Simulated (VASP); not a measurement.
# TiPt3 (P6_3/mmc) in VASP: further runs

Runs on TiPt3. Level: PBE. Tasks: single point.

All numbers are computed with VASP 6.6.1; they aren't measurements. Logs are shortened: lines on timing, memory, paths and dates and some standing lists are left out, and cuts for length are marked.

**1. The cell of the first run**

Symmetry: P6_3/mmc, No. 194, hexagonal system. The conventional cell has a = 5.555 Å, b = 5.555 Å, c = 9.048 Å, α = 90.00°, β = 90.00°, γ = 120.00°. Within 3.7 Å of Ti (site symmetry -3m) lie 12 Pt at 2.77 to 2.78 Å. Ti (site symmetry -6m2) has 12 Pt at 2.77 to 2.78 Å within 3.7 Å. Pt (site symmetry 2/m) has 8 Pt at 2.77 to 2.78 Å and 4 Ti at 2.77 to 2.78 Å within 3.7 Å. Within 3.7 Å of Pt (site symmetry mm2) lie 8 Pt at 2.77 to 2.78 Å and 4 Ti at 2.77 to 2.78 Å.

**2. Single point, PBE**

Input file INCAR:

```
PREC     = Accurate       # precision mode
ENCUT    = 520            # plane-wave cutoff, eV
EDIFF    = 1E-6           # SCF threshold, eV
ISMEAR   = 0              # smearing method
SIGMA    = 0.1            # smearing width, eV
LREAL    = Auto         
LASPH    = True           # aspherical terms in the spheres
NELM     = 60             # most SCF steps
ALGO     = Fast           # electronic algorithm
ISIF     = 2              # what is computed and relaxed
LWAVE    = False          # write WAVECAR
LCHARG   = False          # write CHGCAR
GGA      = PE             # functional
NBANDS   = 98             # bands
```

Input file KPOINTS:

```
regular mesh
0
Gamma
  6 6 2
```

Input file POSCAR:

```
TiPt3
1.0
    5.5554289960      0.0000000000      0.0000000000
   -2.7777144980      4.8111426394      0.0000000000
    0.0000000000      0.0000000000      9.0478972100
Ti Pt
4 12
Direct
    0.0000000000      0.0000000000      0.0000000000
    0.0000000000      0.0000000000      0.5000000000
    0.6666666700      0.3333333300      0.7500000000
    0.3333333300      0.6666666700      0.2500000000
    0.5000000000      0.0000000000      0.0000000000
    0.0000000000      0.5000000000      0.0000000000
    0.5000000000      0.5000000000      0.0000000000
    0.5000000000      0.0000000000      0.5000000000
    0.0000000000      0.5000000000      0.5000000000
    0.5000000000      0.5000000000      0.5000000000
    0.6664994900      0.8332497400      0.7500000000
    0.1667502500      0.8332497400      0.7500000000
    0.1667502600      0.3335005100      0.7500000000
    0.3335005100      0.1667502500      0.2500000000
    0.8332497400      0.1667502600      0.2500000000
    0.8332497400      0.6664994900      0.2500000000
```

Potentials or basis: VASP PAW PBE potentials, release 64 (Ti_sv, Pt).

On the command line:

```sh
$ cat potpaw_PBE.64/Ti_sv/POTCAR potpaw_PBE.64/Pt/POTCAR > POTCAR
$ mpirun -np 1 vasp_std > vasp.out
```

OUTCAR:

```text
PREC = Accurate
   ENCUT = 520
   EDIFF = 1E-6
   ISMEAR = 0
   LREAL = Auto
   LASPH = True
   NELM = 60
   ISIF = 2
   GGA = PE

 ion  position               nearest neighbor table
   1  0.000  0.000  0.000-  13 2.77  16 2.77  11 2.77  14 2.77  12 2.77  15 2.77   6 2.78   7 2.78
                             6 2.78   7 2.78   5 2.78   5 2.78
   2  0.000  0.000  0.500-  13 2.77  16 2.77  11 2.77  14 2.77  12 2.77  15 2.77   9 2.78  10 2.78
                             9 2.78  10 2.78   8 2.78   8 2.78
   3  0.667  0.333  0.750-   5 2.77   8 2.77   6 2.77   9 2.77   7 2.77  10 2.77  12 2.78  11 2.78
                            11 2.78  13 2.78  13 2.78  12 2.78
   4  0.333  0.667  0.250-   5 2.77   8 2.77   6 2.77   9 2.77   7 2.77  10 2.77  14 2.78  15 2.78
                            15 2.78  16 2.78  16 2.78  14 2.78
   5  0.500  0.000  0.000-  14 2.77  15 2.77  11 2.77  12 2.77   3 2.77   4 2.77   6 2.78   7 2.78
                             7 2.78   6 2.78   1 2.78   1 2.78
   6  0.000  0.500  0.000-  12 2.77  15 2.77  13 2.77  16 2.77   3 2.77   4 2.77   1 2.78   5 2.78
                             1 2.78   5 2.78   7 2.78   7 2.78
   7  0.500  0.500  0.000-  11 2.77  13 2.77  16 2.77  14 2.77   3 2.77   4 2.77   1 2.78   5 2.78
                             5 2.78   1 2.78   6 2.78   6 2.78
   8  0.500  0.000  0.500-  14 2.77  15 2.77  11 2.77  12 2.77   3 2.77   4 2.77   9 2.78  10 2.78
                            10 2.78   9 2.78   2 2.78   2 2.78
   9  0.000  0.500  0.500-  12 2.77  15 2.77  13 2.77  16 2.77   3 2.77   4 2.77   2 2.78   8 2.78
                             2 2.78   8 2.78  10 2.78  10 2.78
  10  0.500  0.500  0.500-  11 2.77  13 2.77  16 2.77  14 2.77   3 2.77   4 2.77   2 2.78   8 2.78
                             8 2.78   2 2.78   9 2.78   9 2.78
  11  0.666  0.833  0.750-   7 2.77  10 2.77   8 2.77   5 2.77   1 2.77   2 2.77  13 2.78  12 2.78
                             3 2.78   3 2.78  12 2.78  13 2.78
  12  0.167  0.833  0.750-   6 2.77   9 2.77   8 2.77   5 2.77   1 2.77   2 2.77  13 2.78  11 2.78
                             3 2.78   3 2.78  11 2.78  13 2.78
  13  0.167  0.334  0.750-   7 2.77  10 2.77   9 2.77   6 2.77   1 2.77   2 2.77  11 2.78  12 2.78
                             3 2.78   3 2.78  12 2.78  11 2.78
  14  0.334  0.167  0.250-   5 2.77   8 2.77   7 2.77  10 2.77   1 2.77   2 2.77  15 2.78  16 2.78
                             4 2.78   4 2.78  16 2.78  15 2.78
  15  0.833  0.167  0.250-   6 2.77   9 2.77   8 2.77   5 2.77   1 2.77   2 2.77  14 2.78  16 2.78
                             4 2.78   4 2.78  16 2.78  14 2.78
  16  0.833  0.666  0.250-   7 2.77  10 2.77   9 2.77   6 2.77   1 2.77   2 2.77  15 2.78  14 2.78
                             4 2.78   4 2.78  14 2.78  15 2.78

  LATTYP: Found a hexagonal cell.
 ALAT       =     5.5554289960
 C/A-ratio  =     1.6286585998

  Lattice vectors:

 A1 = (   5.5554289960,   0.0000000000,   0.0000000000)
 A2 = (  -2.7777144980,   4.8111426394,   0.0000000000)
 A3 = (   0.0000000000,   0.0000000000,   9.0478972100)

Analysis of symmetry for initial positions (statically):
=====================================================================
 Subroutine PRICEL returns:
 Original cell was already a primitive cell.

 Routine SETGRP: Setting up the symmetry group for a
 hexagonal supercell.

 Subroutine GETGRP returns: Found 24 space group operations
 (whereof 12 operations were pure point group operations)
 out of a pool of 24 trial point group operations.

The static configuration has the point symmetry D_3d.
 The point group associated with its full space group is D_6h.

Analysis of symmetry for dynamics (positions and initial velocities):
=====================================================================
 Subroutine PRICEL returns:
 Original cell was already a primitive cell.

 Routine SETGRP: Setting up the symmetry group for a
 hexagonal supercell.

 Subroutine GETGRP returns: Found 24 space group operations
 (whereof 12 operations were pure point group operations)
 out of a pool of 24 trial point group operations.

The dynamic configuration has the point symmetry D_3d.
 The point group associated with its full space group is D_6h.

 Subroutine INISYM returns: Found 24 space group operations
 (whereof 12 operations are pure point group operations),
 and found     1 'primitive' translations

----------------------------------------------------------------------------------------

                                     Primitive cell

  volume of cell :     241.8318

  direct lattice vectors                    reciprocal lattice vectors
     5.555428996  0.000000000  0.000000000     0.180004101  0.103925416  0.000000000
    -2.777714498  4.811142639  0.000000000     0.000000000  0.207850832  0.000000000
     0.000000000  0.000000000  9.047897210     0.000000000  0.000000000  0.110522918

  length of vectors
     5.555428996  5.555428996  9.047897210     0.207850832  0.207850832  0.110522918

[... 60 lines left out ...]

 Found     14 irreducible k-points:

 Following reciprocal coordinates:
            Coordinates               Weight
  0.000000  0.000000  0.000000      1.000000
  0.166667 -0.000000  0.000000      6.000000
  0.333333 -0.000000  0.000000      6.000000
  0.500000 -0.000000  0.000000      3.000000
  0.166667  0.166667  0.000000      6.000000
  0.333333  0.166667  0.000000     12.000000
  0.333333  0.333333  0.000000      2.000000
  0.000000  0.000000  0.500000      1.000000
  0.166667 -0.000000  0.500000      6.000000
  0.333333 -0.000000  0.500000      6.000000
  0.500000 -0.000000  0.500000      3.000000
  0.166667  0.166667  0.500000      6.000000
  0.333333  0.166667  0.500000     12.000000
  0.333333  0.333333  0.500000      2.000000
   k-points           NKPTS =     14   k-points in BZ     NKDIM =     14   number of bands    NBANDS=     98
   number of dos      NEDOS =    301   number of ions     NIONS =     16
   total plane-waves  NPLWV = 123480
   dimension x,y,z NGX =    42 NGY =   42 NGZ =   70
   dimension x,y,z NGXF=    84 NGYF=   84 NGZF=  140
   ions per type =               4  12
   NGX,Y,Z   is equivalent  to a cutoff of  12.57, 12.57, 12.86 a.u.
   NGXF,Y,Z  is equivalent  to a cutoff of  25.14, 25.14, 25.72 a.u.
 SYSTEM =  unknown system
   PREC   = accura    normal or accurate (medium, high low for compatibility)
   ISTART =      0    job   : 0-new  1-cont  2-samecut
   ICHARG =      2    charge: 1-file 2-atom 10-const
   ISPIN  =      1    spin polarized calculation?
   LNONCOLLINEAR =      F non collinear calculations
   LSORBIT =      F    spin-orbit coupling
   LASPH  =      T    aspherical Exc in radial PAW
   ENCUT  =  520.0 eV  38.22 Ry    6.18 a.u.  10.33 10.33 16.82*2*pi/ulx,y,z
   NELM   =     60;   NELMIN=  2; NELMDL= -5     # of ELM steps
   EDIFF  = 0.1E-05   stopping-criterion for ELM
   LREAL  =      T    real-space projection
   EDIFFG = 0.1E-04   stopping-criterion for IOM
   NSW    =      0    number of steps for IOM
   IBRION =     -1    ionic relax: 0-MD 1-quasi-New 2-CG
   NFREE  =      0    steps in history (QN), initial steepest desc. (CG)
   ISIF   =      2    stress and relaxation
   ISYM   =      2    0-nonsym 1-usesym 2-fastsym
   POTIM  = 0.5000    time-step for ionic-motion
   TEBEG  =    0.0;   TEEND  =   0.0 temperature during run
   PSTRESS=    0.0 pullay stress
   NELECT =     168.0000    total number of electrons
   NUPDOWN=      -1.0000    fix difference up-down
   EMIN   =  10.00;   EMAX   =-10.00  energy-range for DOS
   EFERMI =   0.00;   METHOD = LEGACY
   ISMEAR =     0;   SIGMA  =   0.10  broadening in eV -4-tet -1-fermi 0-gaus
   EFERMI_NEDOS =   21; number of points for ismear=-14 and -15
   IALGO  =     68    algorithm
   IMIX   =      4    mixing-type and parameters
     AMIX     =   0.40;   BMIX     =  1.00
     AMIX_MAG =   1.60;   BMIX_MAG =  1.00
  volume/ion in A,a.u.               =      15.11       102.00
  Fermi-wavevector in a.u.,A,eV,Ry     =   1.449907  2.739927 28.602573  2.102230
  Thomas-Fermi vector in A             =   2.567580
   LORBIT       =      0    0 simple, 1 ext, 2 COOP (PROOUT), +10 PAW based schemes
   GGA     = PE    functional components
   LHFCALC =     F    Hartree Fock is set to
   AEXX    =    0.0000 exact exchange contribution
   IVDW    =     0    specifies the selected vdW correction
   LEPSILON=     F    determine dielectric tensor
   LRPA    =     F    only Hartree local field effects (RPA)
 non-spin polarized calculation
 RMM-DIIS sequential band-by-band and
 Gauss-broadening in eV      SIGMA  =   0.10
  energy-cutoff  :      520.00
  volume of cell :      241.83
 maximum number of plane-waves:      6548
 NGX is ok and might be reduce to    42
   NGX = 21   NGY = 21   NGZ = 33

 number of electron     168.0000036 magnetization

 Free energy of the ion-electron system (eV)
  ---------------------------------------------------
  ext. energy  EPLUGINS =         0.00000000
  ---------------------------------------------------
  free energy    TOTEN  =      -118.15285216 eV

  energy without entropy =     -118.11863040  energy(sigma->0) =     -118.13574128

 E-fermi :  11.2818     XC(G=0): -13.1591

 val. band max:       11.2303662826   @ k =   0.5000  -0.0000   0.5000
 cond. band min:      11.2935169573   @ k =   0.3333   0.1667   0.0000
 fundamental gap:      0.0631506748
 Fermi energy:        11.2817741327

 k-point     1 :       0.0000    0.0000    0.0000
  band No.  band energies     occupation
      1     -46.8255      2.00000
      2     -46.8249      2.00000
      3     -46.6068      2.00000
      4     -46.6066      2.00000
      5     -23.0487      2.00000
      6     -23.0487      2.00000
[... 1375 lines left out ...]
     95      12.2168      0.00000
     96      12.2375      0.00000
 [bands above 96 left out]

------------------------ aborting loop because EDIFF is reached ----------------------------------------

  FORCE on cell =-STRESS in cart. coord.  units (eV):
  Direction    XX          YY          ZZ          XY          YZ          ZX
  --------------------------------------------------------------------------------------
  -------------------------------------------------------------------------------------
  Total        5.8702898      5.8702898      6.4128710      0.0000000      0.0000000      0.0000000
  in kB       38.8916733     38.8916733     42.4863669      0.0000000      0.0000000      0.0000000
  external PRESSURE =      40.0899045 kB  Pullay stress =       0.0000000 kB

 VOLUME and BASIS-vectors are now :
 -----------------------------------------------------------------------------
  energy-cutoff  :      520.00
  volume of cell :      241.83
      direct lattice vectors                 reciprocal lattice vectors
     5.555428996  0.000000000  0.000000000     0.180004101  0.103925416  0.000000000
    -2.777714498  4.811142639  0.000000000     0.000000000  0.207850832  0.000000000
     0.000000000  0.000000000  9.047897210     0.000000000  0.000000000  0.110522918

 POSITION                                       TOTAL-FORCE (eV/Angst)
 -----------------------------------------------------------------------------------
      0.00000      0.00000      0.00000         0.000000      0.000000      0.000000
      0.00000      0.00000      4.52395         0.000000      0.000000      0.000000
      2.77771      1.60371      6.78592        -0.000000      0.000000      0.000000
     -0.00000      3.20743      2.26197         0.000000      0.000000     -0.000000
      2.77771      0.00000      0.00000         0.000000      0.000000      0.000000
     -1.38886      2.40557      0.00000        -0.000000      0.000000      0.000000
[... 8 lines left out ...]
      4.16588      0.80226      2.26197         0.045147     -0.026066     -0.000000
      2.77771      3.20662      2.26197         0.000000      0.052131      0.000000
 -----------------------------------------------------------------------------------
    total drift:                                0.000006      0.000008     -0.000000

  FREE ENERGIE OF THE ION-ELECTRON SYSTEM (eV)
  ---------------------------------------------------
  free  energy   TOTEN  =      -118.1528521555 eV

  energy  without entropy=     -118.1186304025  energy(sigma->0) =     -118.13574128
```

Wall time 13 min (1 thread of Intel Xeon 6975P-C (Granite Rapids), shared host); peak memory 0.48 GiB.

Results:

| Quantity | Value |
| --- | --- |
| Free energy | -118.1529 eV |
| Pressure | 4.0 GPa |
| Largest force | 0.052 eV/Å |
| Band gap on the k mesh | zero (band 84 reaches 11.35 eV, above the bottom of band 85 at 11.22 eV) |

Forces on the atoms (eV/Å):
```
Ti   0.000  0.000  0.000
Ti   0.000  0.000  0.000
Ti   0.000  0.000  0.000
Ti   0.000  0.000  0.000
Pt   0.000  0.000  0.000
Pt   0.000  0.000  0.000
Pt   0.000  0.000  0.000
Pt   0.000  0.000  0.000
Pt   0.000  0.000  0.000
Pt   0.000  0.000  0.000
Pt   0.045  0.026  0.000
Pt  -0.045  0.026  0.000
Pt   0.000 -0.052  0.000
Pt  -0.045 -0.026  0.000
Pt   0.045 -0.026  0.000
Pt   0.000  0.052  0.000
```

Levels at points of the mesh, in eV from the Fermi level:
```tsv
k point	band 81	band 82	band 83	band 84	band 85	band 86	band 87	band 88
(0.00, 0.00, 0.00)	0.03	0.04	0.04	0.07	0.26	0.26	0.26	0.88
(0.50, 0.00, 0.00)	-1.03	-1.02	-0.30	-0.14	0.07	0.11	0.31	0.42
(0.00, 0.00, 0.50)	-0.24	-0.24	0.01	0.01	0.75	0.75	0.75	0.75
(0.50, 0.00, 0.50)	-0.91	-0.91	-0.05	-0.05	0.01	0.01	0.24	0.24
```

Caveat: spin-orbit coupling is left out, which moves the levels of the heavy elements.

**3. Single point, PBE**

This run uses another cell than the first one, of 15.42 Å³/atom, 1.020 times its volume.

Input file INCAR:

```
PREC = Accurate
ENCUT = 520
EDIFF = 1E-6
ISMEAR = 0
SIGMA = 0.1
LREAL = Auto
LASPH = T
NELM = 60
ALGO = Fast
ISIF = 2
LWAVE = F
LCHARG = F
GGA = PE
NBANDS = 98
```

Input file KPOINTS:

```
Automatic mesh
0
Gamma
  6 6 2
```

Input file POSCAR:

```
TiPt3
1.0
    5.5899738270      0.0000000000      0.0000000000
   -2.7949869135      4.8410593407      0.0000000000
    0.0000000000      0.0000000000      9.1152522210
Ti Pt
4 12
Direct
    0.0000000000      0.0000000000      0.0000000000
    0.0000000000      0.0000000000      0.5000000000
    0.6666666667      0.3333333333      0.7500000000
    0.3333333333      0.6666666667      0.2500000000
    0.5000000000      0.0000000000      0.0000000000
    0.0000000000      0.5000000000      0.0000000000
    0.5000000000      0.5000000000      0.0000000000
    0.5000000000      0.0000000000      0.5000000000
    0.0000000000      0.5000000000      0.5000000000
    0.5000000000      0.5000000000      0.5000000000
    0.6669043720      0.8334521860      0.7500000000
    0.1665478140      0.8334521860      0.7500000000
    0.1665478140      0.3330956280      0.7500000000
    0.3330956280      0.1665478140      0.2500000000
    0.8334521860      0.1665478140      0.2500000000
    0.8334521860      0.6669043720      0.2500000000
```

Potentials or basis: VASP PAW PBE potentials, release 64 (Ti_sv, Pt).

On the command line:

```sh
$ cat potpaw_PBE.64/Ti_sv/POTCAR potpaw_PBE.64/Pt/POTCAR > POTCAR
$ mpirun -np 1 vasp_std > vasp.out
```

Wall time 20 min (1 thread of Intel Xeon 6975P-C (Granite Rapids), shared host); peak memory 0.48 GiB.

Results (log left out):

* Free energy: -118.2088 eV
* Pressure: -0.7 GPa
* Largest force: 0.011 eV/Å
* Band gap on the k mesh: zero (band 84 reaches 11.02 eV, above the bottom of band 85 at 10.86 eV)

Forces on the atoms (eV/Å):
```
Ti   0.000  0.000  0.000
Ti   0.000  0.000  0.000
Ti   0.000  0.000  0.000
Ti   0.000  0.000  0.000
Pt   0.000  0.000  0.000
Pt   0.000  0.000  0.000
Pt   0.000  0.000  0.000
Pt   0.000  0.000  0.000
Pt   0.000  0.000  0.000
Pt   0.000  0.000  0.000
Pt  -0.010 -0.006  0.000
Pt   0.010 -0.006  0.000
Pt   0.000  0.011  0.000
Pt   0.010  0.006  0.000
Pt  -0.010  0.006  0.000
Pt   0.000 -0.011  0.000
```

Levels at points of the mesh, in eV from the Fermi level:
```
           k point  band 80  band 81  band 82  band 83  band 84  band 85  band 86  band 87  band 88  band 89
(0.00, 0.00, 0.00)    -0.15     0.03     0.06     0.08     0.08     0.27     0.27     0.31     0.91     0.99
(0.50, 0.00, 0.00)    -1.06    -1.00    -0.99    -0.29    -0.15     0.06     0.12     0.32     0.42     0.51
(0.00, 0.00, 0.50)    -0.32    -0.23    -0.23     0.01     0.01     0.74     0.74     0.74     0.74     1.10
(0.50, 0.00, 0.50)    -1.40    -0.88    -0.88    -0.06    -0.06     0.02     0.02     0.25     0.25     0.51
```

Caveat: spin-orbit coupling is left out, which moves the levels of the heavy elements.
